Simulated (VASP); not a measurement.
KTaO3, 5 atoms in the cell. The structure is tetragonal, space group P4/mmm (No. 123). The conventional cell has a = 3.889 Å, b = 3.889 Å, c = 4.188 Å, α = 90.00°, β = 90.00°, γ = 90.00°. K (site symmetry 4/mmm) has 12 O at 2.75 to 2.86 Å and 8 Ta at 3.46 Å within 3.6 Å. Ta (site symmetry 4/mmm) has 6 O at 1.94 to 2.09 Å within 2.6 Å. O (site symmetry mmm) has 2 Ta at 1.94 Å within 2.6 Å. Within 2.9 Å of O (site symmetry 4/mmm) lie 2 Ta at 2.09 Å and 4 K at 2.75 Å and 8 O at 2.86 Å.  This cell differs from its parent crystal: strain -0.025 along x and y, +0.050 along z.

| Item | Value |
| --- | --- |
| Program | VASP 6.6.1 |
| Task | single point |
| Functional | r2SCAN |
| Potentials or basis | VASP PAW PBE potentials, release 64 (K_sv, Ta_sv_GW, O) |
| Cutoff | 770 eV |
| k mesh | 6 × 6 × 6 |
| Occupations | gaussian, width 0.05 eV |
| Spin | no spin polarisation |
| Dipole correction | no |
| Further INCAR settings | ALGO = Normal; EDIFF = 1e-06; NBANDS = 28 |

Potentials or basis: VASP PAW PBE potentials, release 64 (K_sv, Ta_sv_GW, O).

Launch:

```console
$ cat potpaw_PBE.64/K_sv/POTCAR potpaw_PBE.64/Ta_sv_GW/POTCAR potpaw_PBE.64/O/POTCAR > POTCAR
$ cp INCAR.step1 INCAR
$ mpirun -np 1 vasp_std > vasp.out
$ cp INCAR.step2 INCAR
$ mpirun -np 1 vasp_std > vasp.out
```

Hardware: 1 thread of Intel(R) Xeon(R) 6975P-C (Granite Rapids), on a shared host.

Task: Estimate the wall time of this run.

Result: It took 3.1 min on 1 thread of Intel(R) Xeon(R) 6975P-C (Granite Rapids), with other jobs on the host, peak memory 0.31 GiB. Counts: k points 40.
